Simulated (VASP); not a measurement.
# As (P6_3/mmc) in VASP: a series of runs

The runs below take As through relaxation of shape and atoms at fixed volume, single point, with PBE.

Everything below comes from runs of VASP 6.6.1. Logs are shortened: lines on timing, memory, paths and dates and some standing lists are left out, and cuts for length are marked.

## (1) The cell of the first run

The structure is hexagonal, space group P6_3/mmc (No. 194). The conventional cell has a = 2.723 Å, b = 2.723 Å, c = 4.712 Å, α = 90.00°, β = 90.00°, γ = 120.00°. As (site symmetry -6m2) has 12 As at 2.72 to 2.83 Å within 3.6 Å.

This isn't the form of As at room conditions, which is rhombohedral.

## (2) Relaxation of shape and atoms at fixed volume, PBE

Contents of INCAR:

```
SYSTEM = As
  ALGO = Normal
  EDIFF = 1E-6
  EDIFFG = -0.005
  ENCUT = 600
  GGA = PE
  IBRION = 2
  ISIF = 4
  ISMEAR = -1
  LASPH = .True.
  LCHARG = .False.
  LREAL = .False.
  LWAVE = .False.
  NELM = 100
  NSW = 50
  PREC = Accurate
  SIGMA = 0.1
```

Contents of KPOINTS:

```
k-points
0
Gamma
  16 16 9
  0 0 0
```

Contents of POSCAR:

```
As
1.0
    2.7231252112      0.0000000000      0.0000000000
   -1.3615626056      2.3582956106      0.0000000000
    0.0000000000      0.0000000000      4.7120106197
As
2
Direct
    0.3333333333      0.6666666667      0.2500000000
    0.6666666667      0.3333333333      0.7500000000
```

Potentials or basis: VASP PAW PBE potentials, release 64 (As).

Command:

```bash
$ cat potpaw_PBE.64/As/POTCAR > POTCAR
$ mpirun -np 1 vasp_std > vasp.out
```

OUTCAR:

```text
SYSTEM = As
   EDIFF = 1E-6
   EDIFFG = -0.005
   ENCUT = 600
   GGA = PE
   IBRION = 2
   ISIF = 4
   ISMEAR = -1
   LASPH = .True.
   LREAL = .False.
   NELM = 100
   NSW = 50
   PREC = Accurate

 ion  position               nearest neighbor table
   1  0.333  0.667  0.250-   2 2.83   2 2.83   2 2.83   2 2.83   2 2.83   2 2.83
   2  0.667  0.333  0.750-   1 2.83   1 2.83   1 2.83   1 2.83   1 2.83   1 2.83

  LATTYP: Found a hexagonal cell.
 ALAT       =     2.7231252112
 C/A-ratio  =     1.7303686956

  Lattice vectors:

 A1 = (   2.7231252112,   0.0000000000,   0.0000000000)
 A2 = (  -1.3615626056,   2.3582956106,   0.0000000000)
 A3 = (   0.0000000000,   0.0000000000,   4.7120106197)

Analysis of symmetry for initial positions (statically):
=====================================================================
 Subroutine PRICEL returns:
 Original cell was already a primitive cell.

 Routine SETGRP: Setting up the symmetry group for a
 hexagonal supercell.

 Subroutine GETGRP returns: Found 24 space group operations
 (whereof 12 operations were pure point group operations)
 out of a pool of 24 trial point group operations.

The static configuration has the point symmetry D_3d.
 The point group associated with its full space group is D_6h.

Analysis of symmetry for dynamics (positions and initial velocities):
=====================================================================
 Subroutine PRICEL returns:
 Original cell was already a primitive cell.

 Routine SETGRP: Setting up the symmetry group for a
 hexagonal supercell.

 Subroutine GETGRP returns: Found 24 space group operations
 (whereof 12 operations were pure point group operations)
 out of a pool of 24 trial point group operations.

The dynamic configuration has the point symmetry D_3d.
 The point group associated with its full space group is D_6h.

 Subroutine INISYM returns: Found 24 space group operations
 (whereof 12 operations are pure point group operations),
 and found     1 'primitive' translations

----------------------------------------------------------------------------------------

                                     Primitive cell

  volume of cell :      30.2602

  direct lattice vectors                    reciprocal lattice vectors
     2.723125211  0.000000000  0.000000000     0.367225126  0.212017526  0.000000000
    -1.361562606  2.358295611  0.000000000     0.000000000  0.424035051  0.000000000
     0.000000000  0.000000000  4.712010620     0.000000000  0.000000000  0.212223630

  length of vectors
     2.723125211  2.723125211  4.712010620     0.424035051  0.424035051  0.212223630

  position of ions in fractional coordinates (direct lattice)
     0.333333333  0.666666667  0.250000000
     0.666666667  0.333333333  0.750000000

  ion indices of the primitive-cell ions
   primitive index   ion index
                 1           1
                 2           2

----------------------------------------------------------------------------------------

 KPOINTS: k-points

Automatic generation of k-mesh.
 Grid dimensions read from file:
 generate k-points for:   16   16    9

 Generating k-lattice:

  Cartesian coordinates                     Fractional coordinates (reciprocal lattice)
     0.022951570  0.013251095  0.000000000     0.062500000 -0.000000000  0.000000000
     0.000000000  0.026502191  0.000000000     0.000000000  0.062500000  0.000000000
     0.000000000  0.000000000  0.023580403     0.000000000  0.000000000  0.111111111

  Length of vectors
     0.026502191  0.026502191  0.023580403

  Shift w.r.t. Gamma in fractional coordinates (k-lattice)
     0.000000000  0.000000000  0.000000000

 Subroutine IBZKPT returns following result:
 ===========================================

 Found    150 irreducible k-points:

 Following reciprocal coordinates:
            Coordinates               Weight
  0.000000  0.000000  0.000000      1.000000
  0.062500  0.000000  0.000000      6.000000
  0.125000  0.000000  0.000000      6.000000
  0.187500 -0.000000  0.000000      6.000000
  0.250000  0.000000  0.000000      6.000000
  0.312500  0.000000  0.000000      6.000000
[... 16 lines left out ...]
  0.187500  0.187500  0.000000      6.000000
  0.250000  0.187500  0.000000     12.000000
 [... further k-points ...]
   k-points           NKPTS =    150   k-points in BZ     NKDIM =    150   number of bands    NBANDS=      9
   number of dos      NEDOS =    301   number of ions     NIONS =      2
   total plane-waves  NPLWV =  23040
   dimension x,y,z NGX =    24 NGY =   24 NGZ =   40
   dimension x,y,z NGXF=    48 NGYF=   48 NGZF=   80
   ions per type =               2
   NGX,Y,Z   is equivalent  to a cutoff of  14.65, 14.65, 14.11 a.u.
   NGXF,Y,Z  is equivalent  to a cutoff of  29.30, 29.30, 28.23 a.u.
 SYSTEM =  As
   PREC   = accura    normal or accurate (medium, high low for compatibility)
   ISTART =      0    job   : 0-new  1-cont  2-samecut
   ICHARG =      2    charge: 1-file 2-atom 10-const
   ISPIN  =      1    spin polarized calculation?
   LNONCOLLINEAR =      F non collinear calculations
   LSORBIT =      F    spin-orbit coupling
   LASPH  =      T    aspherical Exc in radial PAW
   ENCUT  =  600.0 eV  44.10 Ry    6.64 a.u.   5.44  5.44  9.41*2*pi/ulx,y,z
   NELM   =    100;   NELMIN=  2; NELMDL= -5     # of ELM steps
   EDIFF  = 0.1E-05   stopping-criterion for ELM
   LREAL  =      F    real-space projection
   EDIFFG = -.5E-02   stopping-criterion for IOM
   NSW    =     50    number of steps for IOM
   IBRION =      2    ionic relax: 0-MD 1-quasi-New 2-CG
   NFREE  =      1    steps in history (QN), initial steepest desc. (CG)
   ISIF   =      4    stress and relaxation
   ISYM   =      2    0-nonsym 1-usesym 2-fastsym
   POTIM  = 0.5000    time-step for ionic-motion
   TEBEG  =    0.0;   TEEND  =   0.0 temperature during run
   PSTRESS=    0.0 pullay stress
   NELECT =      10.0000    total number of electrons
   NUPDOWN=      -1.0000    fix difference up-down
   EMIN   =  10.00;   EMAX   =-10.00  energy-range for DOS
   EFERMI =   0.00;   METHOD = LEGACY
   ISMEAR =    -1;   SIGMA  =   0.10  broadening in eV -4-tet -1-fermi 0-gaus
   EFERMI_NEDOS =   21; number of points for ismear=-14 and -15
   IALGO  =     38    algorithm
   IMIX   =      4    mixing-type and parameters
     AMIX     =   0.40;   BMIX     =  1.00
     AMIX_MAG =   1.60;   BMIX_MAG =  1.00
  volume/ion in A,a.u.               =      15.13       102.10
  Fermi-wavevector in a.u.,A,eV,Ry     =   1.131838  2.138863 17.429831  1.281056
  Thomas-Fermi vector in A             =   2.268537
   LORBIT       =      0    0 simple, 1 ext, 2 COOP (PROOUT), +10 PAW based schemes
   GGA     = PE    functional components
   LHFCALC =     F    Hartree Fock is set to
   AEXX    =    0.0000 exact exchange contribution
   IVDW    =     0    specifies the selected vdW correction
   LEPSILON=     F    determine dielectric tensor
   LRPA    =     F    only Hartree local field effects (RPA)
 conjugate gradient relaxation of ions
 non-spin polarized calculation
  energy-cutoff  :      600.00
  volume of cell :       30.26
 maximum number of plane-waves:      1039
 NGX is ok and might be reduce to    24
   NGX = 11   NGY = 11   NGZ = 19

--------------------------------------- Ionic step        1  -------------------------------------------

 number of electron      10.0000000 magnetization

 Free energy of the ion-electron system (eV)
  ---------------------------------------------------
  ext. energy  EPLUGINS =         0.00000000
  ---------------------------------------------------
  free energy    TOTEN  =        -7.63854013 eV

  energy without entropy =       -7.60566087  energy(sigma->0) =       -7.62210050

------------------------ aborting loop because EDIFF is reached ----------------------------------------

  FORCE on cell =-STRESS in cart. coord.  units (eV):
  Direction    XX          YY          ZZ          XY          YZ          ZX
  --------------------------------------------------------------------------------------
  -------------------------------------------------------------------------------------
  Total        6.6271036      6.6271036      5.9586400      0.0000000     -0.0000000      0.0000000
  in kB      350.8829181    350.8829181    315.4900132      0.0000000     -0.0000000      0.0000000
  external PRESSURE =     339.0852831 kB  Pullay stress =       0.0000000 kB

 VOLUME and BASIS-vectors are now :
 -----------------------------------------------------------------------------
  energy-cutoff  :      600.00
  volume of cell :       30.26
      direct lattice vectors                 reciprocal lattice vectors
     2.723125211  0.000000000  0.000000000     0.367225126  0.212017526  0.000000000
    -1.361562606  2.358295611  0.000000000     0.000000000  0.424035051  0.000000000
     0.000000000  0.000000000  4.712010620     0.000000000  0.000000000  0.212223630
[... 145 lines left out ...]
 POSITION                                       TOTAL-FORCE (eV/Angst)
 -----------------------------------------------------------------------------------
     -0.00000      1.61991      1.10963         0.000000      0.000000     -0.000000
      1.40288      0.80995      3.32890        -0.000000     -0.000000      0.000000
 -----------------------------------------------------------------------------------
    total drift:                               -0.000000      0.000000     -0.000000

  FREE ENERGIE OF THE ION-ELECTRON SYSTEM (eV)
  ---------------------------------------------------
  free  energy   TOTEN  =        -7.6724478309 eV

  energy  without entropy=       -7.6422713079  energy(sigma->0) =       -7.65735957

--------------------------------------- Ionic step        6  -------------------------------------------

 number of electron      10.0000000 magnetization

 Free energy of the ion-electron system (eV)
  ---------------------------------------------------
  ext. energy  EPLUGINS =         0.00000000
  ---------------------------------------------------
  free energy    TOTEN  =        -7.67331771 eV

  energy without entropy =       -7.64414476  energy(sigma->0) =       -7.65873123

 E-fermi :   9.4691     XC(G=0): -11.8167

 val. band max:        9.4605509933   @ k =   0.3125   0.2500   0.0000
 cond. band min:       9.4854490060   @ k =   0.5000   0.0000   0.1111
 fundamental gap:      0.0248980127
 Fermi energy:         9.4690673634

 k-point     1 :       0.0000    0.0000    0.0000
  band No.  band energies     occupation
      1      -8.0550      2.00000
      2      -1.4451      2.00000
      3       0.9507      2.00000
      4      14.0933      0.00000
      5      14.0933      0.00000
      6      16.4811      0.00000
      7      16.4811      0.00000
      8      18.1650      0.00000
      9      19.6466      0.00000

 k-point     2 :       0.0625    0.0000    0.0000
  band No.  band energies     occupation
      1      -7.9582      2.00000
      2      -1.3564      2.00000
      3       1.0494      2.00000
      4      13.0246      0.00000
      5      13.6659      0.00000
      6      16.0743      0.00000
      7      16.6971      0.00000
      8      17.9639      0.00000
      9      20.1912      0.00000
[... 253 lines left out ...]
 k-point    24 :       0.2500    0.1875    0.0000
  band No.  band energies     occupation
      1      -4.5308      2.00000
      2       1.0995      2.00000
      3       4.3839      2.00000
      4       4.4640      2.00000
      5       5.8438      2.00000
      6      10.1347      0.00257
      7      11.6245      0.00000
      8      11.8445      0.00000
      9      16.2134      0.00000

 [... further k-points ...]
[... 5 lines left out ...]
  --------------------------------------------------------------------------------------
  -------------------------------------------------------------------------------------
  Total        6.2112779      6.2112779      6.2046842      0.0000000      0.0000000      0.0000000
  in kB      328.8663423    328.8663423    328.5172292      0.0000000      0.0000000      0.0000000
  external PRESSURE =     328.7499713 kB  Pullay stress =       0.0000000 kB

 VOLUME and BASIS-vectors are now :
 -----------------------------------------------------------------------------
  energy-cutoff  :      600.00
  volume of cell :       30.26
      direct lattice vectors                 reciprocal lattice vectors
     2.814260223 -0.000000000  0.000000000     0.355333168  0.205151700  0.000000000
    -1.407130112  2.437220846 -0.000000000     0.000000000  0.410303400  0.000000000
     0.000000000 -0.000000000  4.411771163    -0.000000000  0.000000000  0.226666335

 POSITION                                       TOTAL-FORCE (eV/Angst)
 -----------------------------------------------------------------------------------
     -0.00000      1.62481      1.10294        -0.000000      0.000000      0.000000
      1.40713      0.81241      3.30883         0.000000     -0.000000     -0.000000
 -----------------------------------------------------------------------------------
    total drift:                               -0.000000      0.000000     -0.000000

  FREE ENERGIE OF THE ION-ELECTRON SYSTEM (eV)
  ---------------------------------------------------
  free  energy   TOTEN  =        -7.6733177072 eV

  energy  without entropy=       -7.6441447578  energy(sigma->0) =       -7.65873123

 reached required accuracy - stopping structural energy minimisation
```

Run time: 1.9 min. Hardware: 1 thread of Intel Xeon 8259CL, shared host; peak memory 0.19 GiB.

What came out:

| Quantity | Value |
| --- | --- |
| Free energy | -7.6733 eV |
| Energy gained by relaxing | 17.4 meV/atom |
| Ionic steps | 6 |
| Pressure after relaxing | 32.9 GPa |
| Band gap on the k mesh | zero (bands 5 and 6 overlap by 10.03 eV) |

Step by step:
```
step  energy change (eV)  largest force (eV/Å)  pressure (GPa)  volume (Å³)
   1              0.0000                0.0000           33.91        30.26
   2             -0.0057                0.0000           33.67        30.26
   3             -0.0163                0.0000           33.10        30.26
   4             -0.0337                0.0000           32.92        30.26
   5             -0.0339                0.0000           32.86        30.26
   6             -0.0348                0.0000           32.87        30.26
```

Final structure:
```
As
1.0
     2.81426    0.00000    0.00000
    -1.40713    2.43722    0.00000
     0.00000    0.00000    4.41177
As
2
Direct
  0.33333 0.66667 0.25000
  0.66667 0.33333 0.75000
```

Levels at points of the mesh, in eV from the Fermi level:
```
           k point  band 1  band 2  band 3  band 4  band 5  band 6  band 7  band 8  band 9
(0.00, 0.00, 0.00)  -17.52  -10.91   -8.52    4.62    4.62    7.01    7.01    8.70   10.18
(0.50, 0.00, 0.00)  -12.19  -10.51   -5.08   -3.77   -3.50   -0.77    0.16    4.90    5.47
```

## (3) Relaxation of shape and atoms at fixed volume, PBE

This run uses another cell than the first one, of 17.07 Å³/atom.

Contents of INCAR:

```
ALGO = Normal
EDIFF = 1E-6
EDIFFG = -0.005
ENCUT = 600
GGA = PE
IBRION = 2
ISIF = 4
ISMEAR = -1
LASPH = T
LCHARG = F
LREAL = F
LWAVE = F
NELM = 100
NSW = 50
PREC = Accurate
SIGMA = 0.1
```

Contents of KPOINTS:

```
k-points
0
Gamma
  16 16 9
```

Contents of POSCAR:

```
As
1.0
    2.8348514146      0.0000000000      0.0000000000
   -1.4174257073      2.4550533410      0.0000000000
    0.0000000000      0.0000000000      4.9053381444
As
2
Direct
    0.3333333333      0.6666666667      0.2500000000
    0.6666666667      0.3333333333      0.7500000000
```

Potentials or basis: VASP PAW PBE potentials, release 64 (As).

Command:

```bash
$ cat potpaw_PBE.64/As/POTCAR > POTCAR
$ mpirun -np 1 vasp_std > vasp.out
```

Wall time 61 s (1 thread of Intel Xeon 8259CL, shared host); peak memory 0.2 GiB.

The run converged. Its results:

| Item | Value |
| --- | --- |
| Free energy | -8.1928 eV |
| Energy gained by relaxing | 0.7 meV/atom |
| Ionic steps | 3 |
| Pressure after relaxing | 13.5 GPa |
| Band gap on the k mesh | zero (bands 5 and 6 overlap by 9.70 eV) |

Step by step:
```tsv
step	energy change (eV)	largest force (eV/Å)	pressure (GPa)	volume (Å³)
1	0.0000	0.0000	13.59	34.14
2	-0.0011	0.0000	13.54	34.14
3	-0.0014	0.0000	13.49	34.14
```

Final structure:
```yaml
crystal:
  lattice:
    - [2.84815, 0.00000, 0.00000]
    - [-1.42408, 2.46657, 0.00000]
    - [0.00000, 0.00000, 4.85962]
  atoms:
    - { symbol: As, position: [0.33333, 0.66667, 0.25000] }
    - { symbol: As, position: [0.66667, 0.33333, 0.75000] }
```

Levels at points of the mesh, in eV from the Fermi level:
| k point | band 1 | band 2 | band 3 | band 4 | band 5 | band 6 | band 7 | band 8 | band 9 |
| --- | --- | --- | --- | --- | --- | --- | --- | --- | --- |
| (0.00, 0.00, 0.00) | -16.21 | -11.59 | -7.71 | 5.18 | 5.18 | 5.94 | 6.88 | 6.88 | 10.88 |
| (0.50, 0.00, 0.00) | -11.16 | -9.66 | -5.60 | -4.28 | -2.86 | -0.39 | 1.03 | 4.65 | 5.75 |

## (4) Single point, PBE

This run uses another cell than the first one, of 9.70 Å³/atom.

Contents of INCAR:

```
ALGO = Normal
EDIFF = 1E-6
ENCUT = 510
GGA = PE
GGA_COMPAT = F
ISIF = 2
ISMEAR = -1
LASPH = T
LCHARG = F
LREAL = F
LWAVE = F
NBANDS = 22
NELM = 120
PREC = Accurate
SIGMA = 0.1
```

KPOINTS is that of step 3.

Contents of POSCAR:

```
As
1.0
    2.4159468925      0.0000000000      0.0000000000
   -1.2079734462      2.0922713831      0.0000000000
    0.0000000000      0.0000000000      3.8374445882
As
2
Direct
    0.3333333333      0.6666666667      0.2500000000
    0.6666666667      0.3333333333      0.7500000000
```

Potentials or basis: VASP PAW PBE potentials, release 64 (As_d).

Command:

```bash
$ cat potpaw_PBE.64/As_d/POTCAR > POTCAR
$ mpirun -np 1 vasp_std > vasp.out
```

Wall time 39 s (1 thread of Intel Xeon Platinum 8259CL at 2.50GHz (Skylake/Cascade Lake), shared host); peak memory 0.16 GiB.

Results (log left out):

| Item | Value |
| --- | --- |
| Free energy | -0.5519 eV |
| Pressure | 240.1 GPa |
| Band gap on the k mesh | zero (bands 15 and 16 overlap by 16.89 eV) |

Stress tensor (GPa, compression positive):
```
240.20   0.00   0.00
  0.00 240.20   0.00
  0.00   0.00 240.03
```

Levels at points of the mesh, in eV from the Fermi level:
```csv
k point,band 13,band 14,band 15,band 16,band 17,band 18
"(0.00, 0.00, 0.00)",-13.14,7.89,7.89,10.88,10.88,13.73
"(0.50, 0.00, 0.00)",-5.64,-5.24,-4.44,-2.51,0.29,5.31
```

Caveat: the cell stands under pressure.

## (5) The runs side by side

```tsv
task	potentials or basis	cell	cutoff (eV)	gap on the mesh (eV)	pressure (GPa)
relaxation of shape and atoms at fixed volume	VASP PAW PBE potentials, release 64 (As)	relaxed from a = 2.723, b = 2.723, c = 4.712 Å, angles 90.0, 90.0, 120.0°, 2 atoms	600	none	32.9
relaxation of shape and atoms at fixed volume	VASP PAW PBE potentials, release 64 (As)	relaxed from a = 2.835, b = 2.835, c = 4.905 Å, angles 90.0, 90.0, 120.0°, 2 atoms	600	none	13.5
single point	VASP PAW PBE potentials, release 64 (As_d)	a = 2.416, b = 2.416, c = 3.837 Å, angles 90.0, 90.0, 120.0°, 2 atoms	510	none	240.1
```

Alike in all rows: level PBE; no spin polarisation; k mesh 16 × 16 × 9; smearing fermi-dirac 0.1 eV.

Caveats: the cell stands under pressure (at least some runs).

Absolute energies hang on the potentials; compare differences alone.

The gap in the log of VASP goes by the Fermi energy; the results here count the filled bands.